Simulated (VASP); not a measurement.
# Nb2SiB2 (P-3m1) in VASP: a series of runs, part 2 of 2

VASP 6.6.1.

## (3) Single point, PBE

This run uses another cell than the first one, of 13.23 Å³/atom.

INCAR reads:

```
SYSTEM = Nb2SiB2
PREC     = Accurate       ! precision mode
ENCUT    = 520            ! plane-wave cutoff, eV
EDIFF    = 1E-6           ! SCF threshold, eV
ISMEAR   = 0              ! smearing method
SIGMA    = 0.1            ! smearing width, eV
LREAL    = .False.        ! projectors in reciprocal space
LASPH    = .True.         ! aspherical terms in the spheres
NELM     = 60             ! most SCF steps
ALGO     = Normal         ! electronic algorithm
ISIF     = 2              ! what is computed and relaxed
LWAVE    = .False.        ! write WAVECAR
LCHARG   = .False.        ! write CHGCAR
GGA      = PE             ! functional
NBANDS   = 26             ! bands
```

KPOINTS reads:

```
Automatic mesh
0
Gamma
  12 12 8
  0 0 0
```

POSCAR reads:

```
Nb2SiB2
1.0
    4.0675047295      0.0000000000      0.0000000000
   -2.0337523648      3.5225624257      0.0000000000
    0.0000000000      0.0000000000      4.6178793712
Nb Si B
2 1 2
Direct
    0.3333333333      0.6666666667      0.2578756785
    0.6666666667      0.3333333333      0.7421243215
    0.0000000000      0.0000000000      0.0000000000
    0.3333333333      0.6666666667      0.7514148884
    0.6666666667      0.3333333333      0.2485851116
```

Potentials or basis: VASP PAW PBE potentials, release 64 (Nb_sv, Si, B).

Command:

```sh
$ cat potpaw_PBE.64/Nb_sv/POTCAR potpaw_PBE.64/Si/POTCAR potpaw_PBE.64/B/POTCAR > POTCAR
$ mpirun -np 1 vasp_std > vasp.out
```

OUTCAR:

```text
SYSTEM = Nb2SiB2
   PREC = Accurate
   ENCUT = 520
   EDIFF = 1E-6
   ISMEAR = 0
   LREAL = .False.
   LASPH = .True.
   NELM = 60
   ISIF = 2
   GGA = PE

 ion  position               nearest neighbor table
   1  0.333  0.667  0.258-   4 2.28   4 2.34   5 2.35   5 2.35   5 2.35   3 2.63   3 2.63   3 2.63

   2  0.667  0.333  0.742-   5 2.28   5 2.34   4 2.35   4 2.35   4 2.35   3 2.63   3 2.63   3 2.63

   3  0.000  0.000  0.000-   4 2.61   5 2.61   4 2.61   5 2.61   5 2.61   4 2.61   1 2.63   2 2.63
                             1 2.63   2 2.63   1 2.63   2 2.63
   4  0.333  0.667  0.751-   1 2.28   1 2.34   2 2.35   2 2.35   2 2.35   3 2.61   3 2.61   3 2.61

   5  0.667  0.333  0.249-   2 2.28   2 2.34   1 2.35   1 2.35   1 2.35   3 2.61   3 2.61   3 2.61

  LATTYP: Found a hexagonal cell.
 ALAT       =     4.0675047295
 C/A-ratio  =     1.1353101418

  Lattice vectors:

 A1 = (   4.0675047295,   0.0000000000,   0.0000000000)
 A2 = (  -2.0337523648,   3.5225624257,   0.0000000000)
 A3 = (   0.0000000000,   0.0000000000,   4.6178793712)

Analysis of symmetry for initial positions (statically):
=====================================================================
 Subroutine PRICEL returns:
 Original cell was already a primitive cell.
[... 180 lines left out ...]
 fundamental gap:      0.0115043867
 Fermi energy:         9.9355819481

 k-point     1 :       0.0000    0.0000    0.0000
  band No.  band energies     occupation
      1     -44.8444      2.00000
      2     -44.7783      2.00000
      3     -21.1505      2.00000
      4     -21.0470      2.00000
      5     -21.0470      2.00000
      6     -20.8912      2.00000
[... 685 lines left out ...]
     25      13.9766      0.00000
     26      15.2164      0.00000

 [... further k-points ...]

------------------------ aborting loop because EDIFF is reached ----------------------------------------

  FORCE on cell =-STRESS in cart. coord.  units (eV):
  Direction    XX          YY          ZZ          XY          YZ          ZX
  --------------------------------------------------------------------------------------
  -------------------------------------------------------------------------------------
  Total       -0.0980412     -0.0980412     -0.1032914      0.0000000      0.0000000      0.0000000
  in kB       -2.3740496     -2.3740496     -2.5011817      0.0000000      0.0000000      0.0000000
  external PRESSURE =      -2.4164269 kB  Pullay stress =       0.0000000 kB

 VOLUME and BASIS-vectors are now :
 -----------------------------------------------------------------------------
  energy-cutoff  :      520.00
  volume of cell :       66.17
      direct lattice vectors                 reciprocal lattice vectors
     4.067504730  0.000000000  0.000000000     0.245850974  0.141942126  0.000000000
    -2.033752365  3.522562426  0.000000000     0.000000000  0.283884252  0.000000000
     0.000000000  0.000000000  4.617879371     0.000000000  0.000000000  0.216549615

 POSITION                                       TOTAL-FORCE (eV/Angst)
 -----------------------------------------------------------------------------------
     -0.00000      2.34837      1.19084         0.000000     -0.000000     -0.001394
      2.03375      1.17419      3.42704        -0.000000      0.000000      0.001394
      0.00000      0.00000      0.00000        -0.000000      0.000000     -0.000000
     -0.00000      2.34837      3.46994        -0.000000     -0.000000     -0.003161
      2.03375      1.17419      1.14794        -0.000000      0.000000      0.003161
 -----------------------------------------------------------------------------------
    total drift:                               -0.000000      0.000000     -0.000000

  FREE ENERGIE OF THE ION-ELECTRON SYSTEM (eV)
  ---------------------------------------------------
  free  energy   TOTEN  =       -38.8597819714 eV

  energy  without entropy=      -38.8427707112  energy(sigma->0) =      -38.85127634
```

Wall time 3.2 min (1 thread of Intel Xeon Platinum 8488C (Sapphire Rapids), shared host); peak memory 0.32 GiB.

What came out:

```
Free energy            : -38.8598 eV
Pressure               : -0.2 GPa
Largest force          : 0.003 eV/Å
Band gap on the k mesh : zero (bands 18 and 19 overlap by 1.42 eV)
```

Forces on the atoms (eV/Å):
```
Nb   0.000  0.000 -0.001
Nb   0.000  0.000  0.001
Si   0.000  0.000  0.000
B    0.000  0.000 -0.003
B    0.000  0.000  0.003
```

Levels at points of the mesh, in eV from the Fermi level:
```tsv
k point	band 15	band 16	band 17	band 18	band 19	band 20	band 21	band 22
(0.00, 0.00, 0.00)	-3.28	-1.38	-1.28	-1.28	0.69	0.69	1.06	2.29
(0.50, 0.00, 0.00)	-2.62	-1.53	-0.75	-0.71	-0.01	0.06	2.16	2.27
(0.00, 0.00, 0.50)	-3.71	-3.14	-1.02	0.87	0.87	1.19	1.79	1.79
(0.50, 0.00, 0.50)	-3.53	-2.37	-0.88	-0.80	-0.32	1.05	1.97	2.74
```

## (4) Relaxation of cell and atoms, PBE

This run uses another cell than the first one, of 13.20 Å³/atom.

INCAR reads:

```
PREC = Accurate
ENCUT = 600
EDIFF = 1E-7
ISMEAR = 0
SIGMA = 0.1
LREAL = F
LASPH = T
NELM = 80
ALGO = Normal
ISIF = 3
LWAVE = F
LCHARG = F
GGA = PE
IBRION = 2
NSW = 100
EDIFFG = -0.01
```

KPOINTS reads:

```
Automatic mesh
0
Gamma
  12 12 8
```

POSCAR reads:

```
Nb2SiB2
1.0
    4.0588239251      0.0000000000      0.0000000000
   -2.0294119626      3.5150446287      0.0000000000
    0.0000000000      0.0000000000      4.6277334999
Nb Si B
2 1 2
Direct
    0.3333333333      0.6666666667      0.2580057769
    0.6666666667      0.3333333333      0.7419942231
    0.0000000000      0.0000000000      0.0000000000
    0.3333333333      0.6666666667      0.7513168380
    0.6666666667      0.3333333333      0.2486831620
```

Command:

```sh
$ cat potpaw_PBE.64/Nb_sv/POTCAR potpaw_PBE.64/Si/POTCAR potpaw_PBE.64/B/POTCAR > POTCAR
$ mpirun -np 1 vasp_std > vasp.out
```

Run time: 6.2 min. Hardware: 1 thread of Intel Xeon Platinum 8488C (Sapphire Rapids), shared host; peak memory 0.37 GiB.

Results (log left out):

```yaml
Free_energy: -38.8612 eV
Relaxed_volume: 13.21 Å³/atom
Relaxed_cell: a = 4.065 Å, b = 4.065 Å, c = 4.616 Å, α = 90.00°, β = 90.00°, γ = 120.00°
Space_group_after_relaxing_to_0.1_Å: P-3m1 (No. 164)
Energy_gained_by_relaxing: 0.1 meV/atom
Ionic_steps: 3
Pressure_after_relaxing: 0.0 GPa
Largest_force_after_relaxing: 0.009 eV/Å
Band_gap_on_the_k_mesh: zero (bands 18 and 19 overlap by 1.42 eV)
```

Forces on the atoms (eV/Å):
```
Nb   0.000  0.000 -0.009
Nb   0.000  0.000  0.009
Si   0.000  0.000  0.000
B    0.000  0.000  0.008
B    0.000  0.000 -0.008
```

The path:
```tsv
step	energy change (eV)	largest force (eV/Å)	pressure (GPa)	volume (Å³)
1	0.0000	0.0029	0.04	66.02
2	-0.0007	0.0097	0.05	66.06
3	-0.0007	0.0090	0.04	66.05
```

Final structure:
```yaml
crystal:
  lattice:
    - [4.06505, 0.00000, 0.00000]
    - [-2.03253, 3.52044, 0.00000]
    - [0.00000, 0.00000, 4.61575]
  atoms:
    - { symbol: Nb, position: [0.33333, 0.66667, 0.25798] }
    - { symbol: Nb, position: [0.66667, 0.33333, 0.74202] }
    - { symbol: Si, position: [0.00000, 0.00000, 0.00000] }
    - { symbol: B, position: [0.33333, 0.66667, 0.75132] }
    - { symbol: B, position: [0.66667, 0.33333, 0.24868] }
```

Levels at points of the mesh, in eV from the Fermi level:
| k point | band 15 | band 16 | band 17 | band 18 | band 19 | band 20 | band 21 | band 22 |
| --- | --- | --- | --- | --- | --- | --- | --- | --- |
| (0.00, 0.00, 0.00) | -3.29 | -1.38 | -1.28 | -1.28 | 0.69 | 0.69 | 1.06 | 2.29 |
| (0.50, 0.00, 0.00) | -2.63 | -1.54 | -0.75 | -0.71 | -0.01 | 0.06 | 2.16 | 2.27 |
| (0.00, 0.00, 0.50) | -3.72 | -3.15 | -1.01 | 0.87 | 0.87 | 1.20 | 1.79 | 1.79 |
| (0.50, 0.00, 0.50) | -3.53 | -2.37 | -0.88 | -0.80 | -0.32 | 1.05 | 1.97 | 2.74 |

## (5) Summary

| task | cell | k mesh | cutoff (eV) | gap on the mesh (eV) | pressure (GPa) | largest force (eV/Å) |
| --- | --- | --- | --- | --- | --- | --- |
| single point | a = 3.746, b = 3.746, c = 5.906 Å, angles 90.0, 90.0, 120.0°, 5 atoms, atomic positions A | 6 × 6 × 4 | 520 | none | -0.6 | 0.45 |
| single point | a = 4.068, b = 4.068, c = 4.618 Å, angles 90.0, 90.0, 120.0°, 5 atoms, atomic positions B | 12 × 12 × 8 | 520 | none | -0.2 | - |
| relaxation of cell and atoms | relaxed from a = 4.059, b = 4.059, c = 4.628 Å, angles 90.0, 90.0, 120.0°, 5 atoms, atomic positions C | 12 × 12 × 8 | 600 | none | 0.0 | 0.01 |

Alike in all rows: level PBE; potentials or basis VASP PAW PBE potentials, release 64 (Nb_sv, Si, B); no spin polarisation; smearing gaussian 0.1 eV.

Caveats: the stress differs along the axes, from -5 to 1 GPa (at least some runs).

Total energies depend on the potentials used, so only differences within one code and one set of settings carry meaning.

The gap in the log of VASP goes by the Fermi energy; the results here count the filled bands.